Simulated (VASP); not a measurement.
# SnS (Pnma) in VASP: density of states with PBE

Aim: the density of states of SnS with PBE.

Program: VASP 6.6.1. These are calculated values, not measurements. Logs are shortened: lines on timing, memory, paths and dates and some standing lists are left out, and cuts for length are marked.

## Step 1: The cell of the first run

Symmetry: Pnma, No. 62, orthorhombic system. The conventional cell has a = 11.446 Å, b = 4.023 Å, c = 4.454 Å, α = 90.00°, β = 90.00°, γ = 90.00°. Within 3.5 Å of Sn (site symmetry m) lie 6 S at 2.66 to 3.47 Å. Within 3.5 Å of S (site symmetry m) lie 6 Sn at 2.66 to 3.47 Å.

## Step 2: Density of states, PBE

The input, POSCAR:

```
SnS
1.0
   11.4455026159      0.0000000000      0.0000000000
    0.0000000000      4.0232844540      0.0000000000
    0.0000000000      0.0000000000      4.4542025567
Sn S
4 4
Direct
    0.1215422482      0.2500000000      0.1300059313
    0.3784577518      0.7500000000      0.6300059313
    0.6215422482      0.2500000000      0.3699940687
    0.8784577518      0.7500000000      0.8699940687
    0.8498958712      0.2500000000      0.4774433427
    0.6501041288      0.7500000000      0.9774433427
    0.3498958712      0.2500000000      0.0225566573
    0.1501041288      0.7500000000      0.5225566573
```

The input, INCAR.step1:

```
SYSTEM = SnS
PREC = Accurate
ENCUT = 400
EDIFF = 1E-6
ISMEAR = 0
SIGMA = 0.02
LREAL = .False.
LASPH = .True.
NELM = 120
ALGO = Normal
ISIF = 2
LWAVE = .False.
LCHARG = .True.
GGA = PE
NBANDS = 50
GGA_COMPAT = .False.
NEDOS = 2001
LORBIT = 11
```

The input, KPOINTS.step1:

```
regular mesh
0
Gamma
  4 8 6
  0 0 0
```

The input, INCAR.step2:

```
SYSTEM = SnS
PREC = Accurate
ENCUT = 400
EDIFF = 1E-6
ISMEAR = -5
SIGMA = 0.02
LREAL = .False.
LASPH = .True.
NELM = 120
ALGO = Normal
ISIF = 2
LWAVE = .False.
LCHARG = .False.
GGA = PE
LORBIT = 11
NBANDS = 50
NEDOS = 2001
ICHARG = 11
GGA_COMPAT = .False.
```

The input, KPOINTS.step2:

```
regular mesh
0
Gamma
  6 12 9
  0 0 0
```

Potentials or basis: VASP PAW PBE potentials, release 64 (Sn_d, S).

Run with:

```bash
> cat potpaw_PBE.64/Sn_d/POTCAR potpaw_PBE.64/S/POTCAR > POTCAR
> cp INCAR.step1 INCAR
> cp KPOINTS.step1 KPOINTS
> mpirun -np 1 vasp_std > vasp.out
> cp INCAR.step2 INCAR
> cp KPOINTS.step2 KPOINTS
> mpirun -np 1 vasp_std > vasp.out
```

OUTCAR:

```text
SYSTEM = SnS
   PREC = Accurate
   ENCUT = 400
   EDIFF = 1E-6
   ISMEAR = -5
   LREAL = .False.
   LASPH = .True.
   NELM = 120
   ISIF = 2
   GGA = PE
   LORBIT = 11
   ICHARG = 11

 ion  position               nearest neighbor table
   1  0.122  0.250  0.130-   7 2.66   8 2.69   8 2.69   4 3.62   4 3.62
   2  0.378  0.750  0.630-   8 2.66   7 2.69   7 2.69   3 3.62   3 3.62
   3  0.622  0.250  0.370-   5 2.66   6 2.69   6 2.69   2 3.62   2 3.62
   4  0.878  0.750  0.870-   6 2.66   5 2.69   5 2.69   1 3.62   1 3.62
   5  0.850  0.250  0.477-   3 2.66   4 2.69   4 2.69
   6  0.650  0.750  0.977-   4 2.66   3 2.69   3 2.69
   7  0.350  0.250  0.023-   1 2.66   2 2.69   2 2.69
   8  0.150  0.750  0.523-   2 2.66   1 2.69   1 2.69

  LATTYP: Found a simple orthorhombic cell.
 ALAT       =     4.0232844540
 B/A-ratio  =     1.1071060492
 C/A-ratio  =     2.8448156591

  Lattice vectors:

 A1 = (   0.0000000000,   4.0232844540,   0.0000000000)
 A2 = (   0.0000000000,   0.0000000000,   4.4542025567)
 A3 = (  11.4455026159,   0.0000000000,   0.0000000000)

Analysis of symmetry for initial positions (statically):
=====================================================================
 Subroutine PRICEL returns:
 Original cell was already a primitive cell.

 Routine SETGRP: Setting up the symmetry group for a
 simple orthorhombic supercell.

 Subroutine GETGRP returns: Found  8 space group operations
 (whereof  2 operations were pure point group operations)
 out of a pool of  8 trial point group operations.

The static configuration has the point symmetry S_2 .
 The point group associated with its full space group is D_2h.

Analysis of symmetry for dynamics (positions and initial velocities):
=====================================================================
 Subroutine PRICEL returns:
 Original cell was already a primitive cell.

 Routine SETGRP: Setting up the symmetry group for a
 simple orthorhombic supercell.

 Subroutine GETGRP returns: Found  8 space group operations
 (whereof  2 operations were pure point group operations)
 out of a pool of  8 trial point group operations.

The dynamic configuration has the point symmetry S_2 .
 The point group associated with its full space group is D_2h.

 Subroutine INISYM returns: Found  8 space group operations
 (whereof  2 operations are pure point group operations),
 and found     1 'primitive' translations

[... 124 lines left out ...]
   EFERMI_NEDOS =   21; number of points for ismear=-14 and -15
   IALGO  =     38    algorithm
   IMIX   =      4    mixing-type and parameters
     AMIX     =   0.40;   BMIX     =  1.00
     AMIX_MAG =   1.60;   BMIX_MAG =  1.00
  volume/ion in A,a.u.               =      25.64       173.02
  Fermi-wavevector in a.u.,A,eV,Ry     =   1.196124  2.260347 19.466036  1.430713
  Thomas-Fermi vector in A             =   2.332072
   LORBIT       =     11    0 simple, 1 ext, 2 COOP (PROOUT), +10 PAW based schemes
   GGA     = PE    functional components
   LHFCALC =     F    Hartree Fock is set to
   AEXX    =    0.0000 exact exchange contribution
   IVDW    =     0    specifies the selected vdW correction
   LEPSILON=     F    determine dielectric tensor
   LRPA    =     F    only Hartree local field effects (RPA)
 non-spin polarized calculation
 Fermi weights with tetrahedron method with Bloechl corrections
  energy-cutoff  :      400.00
  volume of cell :      205.11
 maximum number of plane-waves:      3768
 NGX is ok and might be reduce to    80

 number of electron      79.9999990 magnetization

 Free energy of the ion-electron system (eV)
  ---------------------------------------------------
  ext. energy  EPLUGINS =         0.00000000
  ---------------------------------------------------
  free energy    TOTEN  =       -35.46178689 eV

  energy without entropy =      -35.46178689  energy(sigma->0) =      -35.46178689

 E-fermi :   5.4446     XC(G=0):  -9.5602

 val. band max:        5.4337471901   @ k =   0.0000   0.0000   0.4444
 cond. band min:       6.3692928601   @ k =   0.0000   0.3333   0.0000
 fundamental gap:      0.9355456700
 Fermi energy:         5.4446048489

 k-point     1 :       0.0000    0.0000    0.0000
  band No.  band energies     occupation
      1     -15.7106      2.00000
      2     -15.7001      2.00000
      3     -15.6933      2.00000
      4     -15.6886      2.00000
      5     -15.6864      2.00000
      6     -15.6832      2.00000
[... 1261 lines left out ...]
     49       9.1820      0.00000
     50       9.1859      0.00000

 [... further k-points ...]

------------------------ aborting loop because EDIFF is reached ----------------------------------------

  FORCE on cell =-STRESS in cart. coord.  units (eV):
  Direction    XX          YY          ZZ          XY          YZ          ZX
  --------------------------------------------------------------------------------------
  -------------------------------------------------------------------------------------
  Total       -0.0680432     -0.0594125     -0.0100486      0.0000000      0.0000000      0.0000000
  in kB       -0.5315082     -0.4640907     -0.0784930      0.0000000      0.0000000      0.0000000
  external PRESSURE =      -0.3580306 kB  Pullay stress =       0.0000000 kB

 VOLUME and BASIS-vectors are now :
 -----------------------------------------------------------------------------
  energy-cutoff  :      400.00
  volume of cell :      205.11
      direct lattice vectors                 reciprocal lattice vectors
    11.445502616  0.000000000  0.000000000     0.087370562  0.000000000  0.000000000
     0.000000000  4.023284454  0.000000000     0.000000000  0.248553144  0.000000000
     0.000000000  0.000000000  4.454202557     0.000000000  0.000000000  0.224507078

 POSITION                                       TOTAL-FORCE (eV/Angst)
 -----------------------------------------------------------------------------------
      1.39111      1.00582      0.57907        -0.000947     -0.000000     -0.004814
      4.33164      3.01746      2.80617         0.000947      0.000000     -0.004814
      7.11386      1.00582      1.64803        -0.000947      0.000000      0.004814
     10.05439      3.01746      3.87513         0.000947      0.000000      0.004814
      9.72749      1.00582      2.12663         0.000069     -0.000000     -0.003689
      7.44077      3.01746      4.35373        -0.000069      0.000000     -0.003689
      4.00473      1.00582      0.10047         0.000069      0.000000      0.003689
      1.71802      3.01746      2.32757        -0.000069      0.000000      0.003689
 -----------------------------------------------------------------------------------
    total drift:                                0.000000      0.000000     -0.000000

  FREE ENERGIE OF THE ION-ELECTRON SYSTEM (eV)
  ---------------------------------------------------
  free  energy   TOTEN  =       -35.4617868921 eV

  energy  without entropy=      -35.4617868921  energy(sigma->0) =      -35.46178689

 total charge

# of ion       s       p       d       tot
------------------------------------------
    1        1.348   0.724   9.999  12.071
    2        1.348   0.724   9.999  12.071
    3        1.348   0.724   9.999  12.071
    4        1.348   0.724   9.999  12.071
    5        1.353   2.335   0.000   3.688
    6        1.353   2.335   0.000   3.688
    7        1.353   2.335   0.000   3.688
    8        1.353   2.335   0.000   3.688
--------------------------------------------------
tot         10.805  12.237  39.994  63.036
```

Wall time 7.1 min (1 thread of Intel Xeon 6975P-C (Granite Rapids), shared host); peak memory 0.73 GiB.

Results:

- Valence electrons inside the program's atomic spheres: Sn 12.07; S 3.69

Caveat: spin-orbit coupling is left out, which moves the levels of the heavy elements.
